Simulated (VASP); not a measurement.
# Mg12H (a cell with a defect) in VASP: a series of runs, part 3 of 3

VASP 6.6.1. The steps go on from the part before.

## (6) Single point, PBE+D3(BJ)

INCAR reads:

```
PREC     = Accurate       # precision mode
ENCUT    = 520            # plane-wave cutoff, eV
EDIFF    = 1E-7           # SCF threshold, eV
ISMEAR   = 0              # smearing method
SIGMA    = 0.15           # smearing width, eV
LREAL    = F              # projectors in reciprocal space
LASPH    = T              # aspherical terms in the spheres
NELM     = 60             # most SCF steps
ALGO     = Normal         # electronic algorithm
ISIF     = 2              # what is computed and relaxed
LWAVE    = F              # write WAVECAR
LCHARG   = F              # write CHGCAR
GGA      = PE             # functional
IVDW     = 12             # dispersion correction
NBANDS   = 24             # bands
```

KPOINTS reads:

```
regular mesh
0
Gamma
  3 2 3
```

POSCAR reads:

```
Mg12H
1.0
    6.4200000000      0.0000000000      0.0000000000
   -4.8150000000      8.3398250000      0.0000000000
    0.0000000000      0.0000000000      5.2130400000
Mg H
12 1
Direct
   -0.0004178856      0.0000382502     -0.0032648896
    0.1622014551      0.2206519921      0.4975373295
    0.0001930249      0.3333194641     -0.0033561991
    0.1706903504      0.5478141328      0.5029309194
    0.0009912595      0.6674984187      0.0104378635
    0.1738669945      0.9011360550      0.5011141292
    0.5010223877     -0.0000112712     -0.0036401025
    0.6702813310      0.2241163334      0.4945306386
    0.4980888205      0.3323823941     -0.0027646057
    0.6527180560      0.5494834724      0.5031601522
    0.5006921271      0.6675504582     -0.0029618035
    0.6685721586      0.8897998459      0.4962421159
    0.0024468466      0.6683577893      0.4299942068
```

Potentials or basis: VASP PAW PBE potentials, release 64 (Mg, H).

Run with:

```bash
$ cat potpaw_PBE.64/Mg/POTCAR potpaw_PBE.64/H/POTCAR > POTCAR
$ mpirun -np 1 vasp_std > vasp.out
```

It took 71 s on 1 thread of Intel Xeon Platinum 8488C (Sapphire Rapids), shared host; peak memory 0.37 GiB.

Results (log left out):

* Free energy: -24.3049 eV
* Pressure: -2.2 GPa
* Largest force: 0.117 eV/Å
* Dispersion energy per atom: -0.267 eV

Forces in eV/Å, atoms in the order of the input:
```
Mg  -0.002 -0.001  0.006
Mg   0.001  0.001  0.007
Mg  -0.003  0.000  0.006
Mg  -0.017  0.012  0.014
Mg   0.001 -0.003  0.028
Mg   0.003 -0.013  0.013
Mg   0.000  0.001  0.006
Mg   0.001  0.001  0.002
Mg   0.000 -0.001  0.007
Mg   0.021  0.007  0.017
Mg  -0.002  0.001  0.007
Mg  -0.001 -0.001  0.005
H   -0.003 -0.005 -0.117
```

Stress tensor (GPa, compression positive):
```
-2.15  0.17  0.00
 0.17 -2.24 -0.01
 0.00 -0.01 -2.12
```

Levels at points of the mesh, in eV from the Fermi level:
| k point | band 10 | band 11 | band 12 | band 13 | band 14 | band 15 |
| --- | --- | --- | --- | --- | --- | --- |
| (0.00, 0.00, 0.00) | -0.73 | -0.19 | 0.13 | 0.27 | 0.33 | 0.53 |
| (0.00, 0.50, 0.00) | -1.20 | -1.13 | -0.75 | -0.32 | -0.19 | 1.36 |

Caveat: the k points lie up to 0.40 Å⁻¹ apart.

## (7) Single point, PBE+D3(BJ)

INCAR reads:

```
  PREC = Accurate
  ENCUT = 520
  EDIFF = 1E-6
  ISMEAR = 0
  SIGMA = 0.15
  LREAL = F
  LASPH = T
  NELM = 100
  ALGO = Normal
  ISIF = 2
  LWAVE = F
  LCHARG = F
  GGA = PE
  IVDW = 12
  NBANDS = 24
```

KPOINTS reads:

```
Automatic mesh
0
Gamma
  3 2 3
```

POSCAR reads:

```
Mg12H
1.0
    6.4200000000      0.0000000000      0.0000000000
   -4.8150000000      8.3398250000      0.0000000000
    0.0000000000      0.0000000000      5.2130400000
Mg H
12 1
Direct
   -0.0002163399      0.0005024086     -0.0031095100
    0.1632489491      0.2212316206      0.4984611666
    0.0001702452      0.3333260590     -0.0031925709
    0.1696885838      0.5495428261      0.5030452481
    0.0007840488      0.6672003309      0.0040356491
    0.1723392012      0.8985961936      0.5008275402
    0.5013355329      0.0007574499     -0.0037434971
    0.6702857053      0.2242800059      0.4940244080
    0.4979138136      0.3322296331     -0.0024214278
    0.6561541976      0.5506469260      0.5034344643
    0.5004895248      0.6675679646     -0.0037701610
    0.6684911186      0.8899273066      0.4964983963
    0.0021584690      0.6686276990      0.3953629744
```

Potentials or basis: VASP PAW PBE potentials, release 64 (Mg, H).

Run with:

```bash
$ cat potpaw_PBE.64/Mg/POTCAR potpaw_PBE.64/H/POTCAR > POTCAR
$ mpirun -np 1 vasp_std > vasp.out
```

OUTCAR:

```text
PREC = Accurate
   ENCUT = 520
   EDIFF = 1E-6
   ISMEAR = 0
   LREAL = F
   LASPH = T
   NELM = 100
   ISIF = 2
   GGA = PE
   IVDW = 12
 IVDW          = 12

 ion  position               nearest neighbor table
   1  1.000  0.001  0.997-   6 3.16   2 3.18  12 3.19   6 3.19  12 3.19   9 3.20   2 3.20   7 3.20
                             3 3.20  11 3.21   5 3.21   7 3.22
   2  0.163  0.221  0.498-   6 3.14   4 3.14  10 3.17   8 3.18  12 3.18   1 3.18   3 3.18   1 3.20
                             3 3.20   9 3.20   9 3.21   8 3.24
   3  0.000  0.333  0.997-   4 3.14   8 3.18   2 3.18   4 3.20   2 3.20   8 3.20   9 3.20   7 3.20
                             1 3.20   5 3.21  11 3.22   9 3.22
   4  0.170  0.550  0.503-  13 2.01  10 3.12   2 3.14   3 3.14  11 3.16   8 3.17   3 3.20  11 3.22
                             5 3.23  12 3.24   5 3.24  10 3.30   6 3.35
   5  0.001  0.667  0.004-  13 2.04  11 3.21   7 3.21   1 3.21   3 3.21  11 3.21   9 3.23   6 3.23
                            10 3.23   4 3.23  10 3.24   4 3.24   6 3.26
   6  0.172  0.899  0.501-  13 2.00   2 3.14   1 3.16   7 3.17   8 3.17   1 3.19  12 3.19   7 3.20
                            12 3.23   5 3.23   5 3.26  10 3.33   4 3.35
   7  0.501  0.001  0.996-   6 3.17   8 3.20  12 3.20  12 3.20   1 3.20   3 3.20   9 3.20   6 3.20
                            11 3.21   5 3.21   8 3.21   1 3.22
   8  0.670  0.224  0.494-   6 3.17   4 3.17   3 3.18   2 3.18   9 3.19  10 3.19   7 3.20   3 3.20
                             7 3.21  12 3.21   9 3.22   2 3.24
   9  0.498  0.332  0.998-  10 3.16   8 3.19   1 3.20   2 3.20   3 3.20   7 3.20  10 3.21   2 3.21
                             8 3.22   3 3.22  11 3.22   5 3.23
  10  0.656  0.551  0.503-  13 2.00   4 3.12   9 3.16  11 3.16   2 3.17   8 3.19   9 3.21  11 3.22
                            12 3.23   5 3.23   5 3.24   4 3.30   6 3.33
  11  0.500  0.668  0.996-  10 3.16   4 3.16  12 3.20  12 3.20   1 3.21   7 3.21   5 3.21   5 3.21
                             3 3.22   4 3.22   9 3.22  10 3.22
  12  0.668  0.890  0.496-   2 3.18   1 3.19   1 3.19   6 3.19   7 3.20  11 3.20   7 3.20  11 3.20
                             8 3.21   6 3.23  10 3.23   4 3.24
  13  0.002  0.669  0.395-   6 2.00  10 2.00   4 2.01   5 2.04

  LATTYP: Found a simple monoclinic cell.
 ALAT       =     6.4200000000
 B/A-ratio  =     0.8120000000
 C/A-ratio  =     1.3228757108
 COS(beta)  =    -0.1889822286

  Lattice vectors:

 A1 = (   6.4200000000,   0.0000000000,   0.0000000000)
 A2 = (   0.0000000000,   0.0000000000,   5.2130400000)
 A3 = (  -1.6050000000,  -8.3398250000,   0.0000000000)

Analysis of symmetry for initial positions (statically):
=====================================================================
 Subroutine PRICEL returns:
 Original cell was already a primitive cell.

 Routine SETGRP: Setting up the symmetry group for a
 simple monoclinic supercell.

 Subroutine GETGRP returns: Found  1 space group operations
 (whereof  1 operations were pure point group operations)
 out of a pool of  4 trial point group operations.

The static configuration has the point symmetry C_1 .

Analysis of symmetry for dynamics (positions and initial velocities):
=====================================================================
 Subroutine PRICEL returns:
 Original cell was already a primitive cell.

 Routine SETGRP: Setting up the symmetry group for a
 simple monoclinic supercell.

 Subroutine GETGRP returns: Found  1 space group operations
 (whereof  1 operations were pure point group operations)
 out of a pool of  4 trial point group operations.

The dynamic configuration has the point symmetry C_1 .

[... 116 lines left out ...]
   ISTART =      0    job   : 0-new  1-cont  2-samecut
   ICHARG =      2    charge: 1-file 2-atom 10-const
   ISPIN  =      1    spin polarized calculation?
   LNONCOLLINEAR =      F non collinear calculations
   LSORBIT =      F    spin-orbit coupling
   LASPH  =      T    aspherical Exc in radial PAW
   ENCUT  =  520.0 eV  38.22 Ry    6.18 a.u.  11.94 17.91  9.69*2*pi/ulx,y,z
   NELM   =    100;   NELMIN=  2; NELMDL= -5     # of ELM steps
   EDIFF  = 0.1E-05   stopping-criterion for ELM
   LREAL  =      F    real-space projection
   EDIFFG = 0.1E-04   stopping-criterion for IOM
   NSW    =      0    number of steps for IOM
   IBRION =     -1    ionic relax: 0-MD 1-quasi-New 2-CG
   NFREE  =      0    steps in history (QN), initial steepest desc. (CG)
   ISIF   =      2    stress and relaxation
   ISYM   =      2    0-nonsym 1-usesym 2-fastsym
   POTIM  = 0.5000    time-step for ionic-motion
   TEBEG  =    0.0;   TEEND  =   0.0 temperature during run
   PSTRESS=    0.0 pullay stress
   NELECT =      25.0000    total number of electrons
   NUPDOWN=      -1.0000    fix difference up-down
   EMIN   =  10.00;   EMAX   =-10.00  energy-range for DOS
   EFERMI =   0.00;   METHOD = LEGACY
   ISMEAR =     0;   SIGMA  =   0.15  broadening in eV -4-tet -1-fermi 0-gaus
   EFERMI_NEDOS =   21; number of points for ismear=-14 and -15
   IALGO  =     38    algorithm
   IMIX   =      4    mixing-type and parameters
     AMIX     =   0.40;   BMIX     =  1.00
     AMIX_MAG =   1.60;   BMIX_MAG =  1.00
  volume/ion in A,a.u.               =      21.47       144.89
  Fermi-wavevector in a.u.,A,eV,Ry     =   0.732477  1.384180  7.299827  0.536522
  Thomas-Fermi vector in A             =   1.824949
   LORBIT       =      0    0 simple, 1 ext, 2 COOP (PROOUT), +10 PAW based schemes
   GGA     = PE    functional components
   LHFCALC =     F    Hartree Fock is set to
   AEXX    =    0.0000 exact exchange contribution
   IVDW    =    12    specifies the selected vdW correction
   LEPSILON=     F    determine dielectric tensor
   LRPA    =     F    only Hartree local field effects (RPA)
 non-spin polarized calculation
 Gauss-broadening in eV      SIGMA  =   0.15
  energy-cutoff  :      520.00
  volume of cell :      279.11
 maximum number of plane-waves:      7549
   NGX = 23   NGY = 35   NGZ = 19

 number of electron      25.0000000 magnetization

 Free energy of the ion-electron system (eV)
  ---------------------------------------------------
  ext. energy  EPLUGINS =         0.00000000
  ---------------------------------------------------
  free energy    TOTEN  =       -20.85080827 eV

  energy without entropy =      -20.76806201  energy(sigma->0) =      -20.80943514

 E-fermi :   2.6163     XC(G=0):  -8.4989

 val. band max:        2.5398059298   @ k =   0.3333   0.0000   0.3333
 cond. band min:       2.6243428656   @ k =   0.0000   0.0000   0.3333
 fundamental gap:      0.0845369358
 Fermi energy:         2.6163455111

 k-point     1 :       0.0000    0.0000    0.0000
  band No.  band energies     occupation
      1      -4.8364      2.00000
      2      -3.0980      2.00000
      3      -2.1475      2.00000
      4      -1.3083      2.00000
      5      -0.5672      2.00000
      6      -0.0337      2.00000
[... 259 lines left out ...]
     23       6.3015      0.00000
     24       6.3484      0.00000

------------------------ aborting loop because EDIFF is reached ----------------------------------------

 Edisp (eV)   -3.46501

 E8    (eV) :    -1.5052

  FORCE on cell =-STRESS in cart. coord.  units (eV):
  Direction    XX          YY          ZZ          XY          YZ          ZX
  --------------------------------------------------------------------------------------
  -------------------------------------------------------------------------------------
  Total      -3.69856    -3.88882    -3.74768     0.33581    -0.03562    -0.00052
  in kB     -21.23047   -22.32261   -21.51248     1.92760    -0.20449    -0.00300
  external pressure =      -21.69 kB  Pullay stress =        0.00 kB

 VOLUME and BASIS-vectors are now :
 -----------------------------------------------------------------------------
  energy-cutoff  :      520.00
  volume of cell :      279.11
      direct lattice vectors                 reciprocal lattice vectors
     6.420000000  0.000000000  0.000000000     0.155763240  0.089929945  0.000000000
    -4.815000000  8.339825000  0.000000000     0.000000000  0.119906593  0.000000000
     0.000000000  0.000000000  5.213040000     0.000000000  0.000000000  0.191826650

 POSITION                                       TOTAL-FORCE (eV/Angst)
 -----------------------------------------------------------------------------------
      6.41619      0.00419      5.19683         0.000535     -0.001968      0.001180
     -0.01717      1.84503      2.59850        -0.000491      0.001413      0.000007
     -1.60387      2.77988      5.19640        -0.000623      0.001997     -0.000654
     -1.55665      4.58309      2.62240        -0.002227      0.007864     -0.003477
     -3.20754      5.56433      0.02104         0.000127      0.003003     -0.014662
     -3.22032      7.49414      2.61083        -0.000415      0.000556      0.000366
      3.21493      0.00632      5.19352         0.000394     -0.002475      0.000167
      3.22333      1.87046      2.57537        -0.000244     -0.001803     -0.001679
      1.59692      2.77074      5.20042        -0.000498     -0.000419      0.000056
      1.56114      4.59230      2.62442        -0.000137      0.005681     -0.002411
     -0.00120      5.56740      5.19339         0.000188      0.000338     -0.000117
      0.00671      7.42184      2.58827         0.000170     -0.001426     -0.002414
     -3.20558      5.57624      2.06104         0.003221     -0.012760      0.023637
 -----------------------------------------------------------------------------------
    total drift:                                0.000044      0.000067     -0.000418

  FREE ENERGIE OF THE ION-ELECTRON SYSTEM (eV)
  ---------------------------------------------------
  free  energy   TOTEN  =       -24.3158176823 eV

  energy  without entropy=      -24.2330714159  energy(sigma->0) =      -24.27444455
```

It took 67 s on 1 thread of Intel Xeon Platinum 8488C (Sapphire Rapids), shared host; peak memory 0.37 GiB.

Results:

```
Free energy                : -24.3158 eV
Pressure                   : -2.2 GPa
Largest force              : 0.027 eV/Å
Dispersion energy per atom : -0.267 eV
```

Forces in eV/Å, atoms in the order of the input:
```
Mg   0.001 -0.002  0.001
Mg   0.000  0.001  0.000
Mg  -0.001  0.002 -0.001
Mg  -0.002  0.008 -0.003
Mg   0.000  0.003 -0.015
Mg   0.000  0.001  0.000
Mg   0.000 -0.002  0.000
Mg   0.000 -0.002 -0.002
Mg   0.000  0.000  0.000
Mg   0.000  0.006 -0.002
Mg   0.000  0.000  0.000
Mg   0.000 -0.001 -0.002
H    0.003 -0.013  0.024
```

Levels at points of the mesh, in eV from the Fermi level:
```
           k point  band 9  band 10  band 11  band 12  band 13  band 14  band 15  band 16
(0.00, 0.00, 0.00)   -1.50    -0.75    -0.18     0.11     0.29     0.36     0.55     1.49
(0.00, 0.50, 0.00)   -1.48    -1.19    -1.05    -0.74    -0.33    -0.18     1.25     1.78
```

Caveat: the k points lie up to 0.40 Å⁻¹ apart.
